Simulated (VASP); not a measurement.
Wanted: the native input for a VASP 6.6.1 run.

| Item | Value |
| --- | --- |
| Task | relaxation of shape and atoms at fixed volume |
| Functional | PBE |
| Potentials or basis | VASP PAW PBE potentials, release 64 (Be) |
| Cutoff | 600 eV |
| k mesh | 21 × 21 × 12 |
| Occupations | gaussian, width 0.1 eV |
| Spin | no spin polarisation |
| Dipole correction | no |
| Further INCAR settings | ALGO = Normal; EDIFF = 1e-07; IBRION = 2; EDIFFG = -0.01; NSW = 50; ISIF = 4 |

The structure of Be lies in POSCAR:

```
Be
1.0
    2.3304829737      0.0000000000      0.0000000000
   -1.1652414868      2.0182574583      0.0000000000
    0.0000000000      0.0000000000      3.6631025316
Be
2
Direct
    0.3333333333      0.6666666667      0.2500000000
    0.6666666667      0.3333333333      0.7500000000
```

One way to write it, as run:

INCAR

```
SYSTEM = Be
  PREC = Accurate
  ENCUT = 600
  EDIFF = 1E-7
  ISMEAR = 0
  SIGMA = 0.1
  LREAL = .False.
  LASPH = .True.
  NELM = 60
  ALGO = Normal
  ISIF = 4
  LWAVE = .False.
  LCHARG = .False.
  GGA = PE
  IBRION = 2
  NSW = 50
  EDIFFG = -0.01
```

KPOINTS

```
regular mesh
0
Gamma
  21 21 12
  0 0 0
```

Potentials or basis: VASP PAW PBE potentials, release 64 (Be).

Launch:

```console
$ cat potpaw_PBE.64/Be/POTCAR > POTCAR
$ mpirun -np 1 vasp_std > vasp.out
```

Results of the run:

```yaml
Energy_gained_by_relaxing: 0.0 meV/atom
Ionic_steps: 2
Pressure_after_relaxing: -9.0 GPa
Band_gap_on_the_k_mesh: zero (bands 2 and 3 overlap by 2.00 eV)
```

Wall time 32 s on 1 thread of Intel(R) Xeon(R) Platinum 8488C (Sapphire Rapids) (shared host), peak memory 0.15 GiB.
